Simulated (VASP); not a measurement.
# CuAu: relaxation of cell and atoms with LDA

Crystal: CuAu.

```
CELL_PARAMETERS angstrom
1.44306 0.83315 4.25617
-1.44306 0.83315 4.25617
0.00000 -1.66630 4.25617
ATOMIC_POSITIONS crystal
Au 0.00000 0.00000 0.00000
Cu 0.50000 0.50000 0.50000
```

```json
{
 "Program": "VASP 6.6.1",
 "Task": "relaxation of cell and atoms",
 "Functional": "LDA",
 "Potentials or basis": "VASP PAW LDA potentials, release 64 (Au, Cu)",
 "Cutoff": "600 eV",
 "k mesh": "11 × 11 × 11",
 "Occupations": "fermi-dirac, width 0.05 eV",
 "Spin": "no spin polarisation",
 "Dipole correction": "no",
 "Further INCAR settings": "ALGO = Normal; EDIFF = 1e-06; IBRION = 2; EDIFFG = -0.01; NSW = 60; ISIF = 3"
}
```

The relaxed volume is 14.10 Å³/atom. The relaxed cell is a = 4.524 Å, b = 4.524 Å, c = 4.524 Å, α = 35.71°, β = 35.71°, γ = 35.71°. The space group after relaxing (to 0.1 Å) is R-3m (No. 166), the energy gained by relaxing is 54.4 meV/atom and the ionic steps are 11. The pressure after relaxing is 0.0 GPa and the band gap on the k mesh is zero (bands 11 and 12 overlap by 4.52 eV).

Step by step:
| step | energy change (eV) | largest force (eV/Å) | pressure (GPa) | volume (Å³) |
| --- | --- | --- | --- | --- |
| 1 | 0.0000 | 0.0000 | -12.25 | 30.70 |
| 2 | 0.0445 | 0.0000 | 21.28 | 25.78 |
| 3 | -0.1030 | 0.0000 | -0.25 | 28.28 |
| 4 | -0.1030 | 0.0000 | -0.04 | 28.23 |
| 5 | -0.1030 | 0.0000 | 0.28 | 28.18 |
| 6 | -0.1054 | 0.0000 | 0.29 | 28.16 |
| 7 | -0.1082 | 0.0000 | 0.89 | 28.08 |
| 8 | -0.1084 | 0.0000 | 0.77 | 28.10 |
| 9 | -0.1085 | 0.0000 | 0.76 | 28.09 |
| 10 | -0.1076 | 0.0000 | -1.34 | 28.45 |
| 11 | -0.1088 | 0.0000 | 0.00 | 28.20 |

Final structure:
```
Au Cu
1.0
     1.38704    0.80081    4.23122
    -1.38704    0.80081    4.23122
     0.00000   -1.60162    4.23122
Au Cu
1 1
Direct
  0.00000 0.00000 0.00000
  0.50000 0.50000 0.50000
```

Levels at points of the mesh, in eV from the Fermi level:
```
           k point  band 7  band 8  band 9  band 10  band 11  band 12  band 13  band 14  band 15
(0.00, 0.00, 0.00)   -3.15   -2.46   -2.46    -1.74    -1.74    -0.71     4.52    14.71    17.13
```

It took 33 min on 1 thread of Intel Xeon 8259CL, with other jobs on the host, peak memory 0.29 GiB.

Caveat: spin-orbit coupling is left out, which moves the levels of the heavy elements.
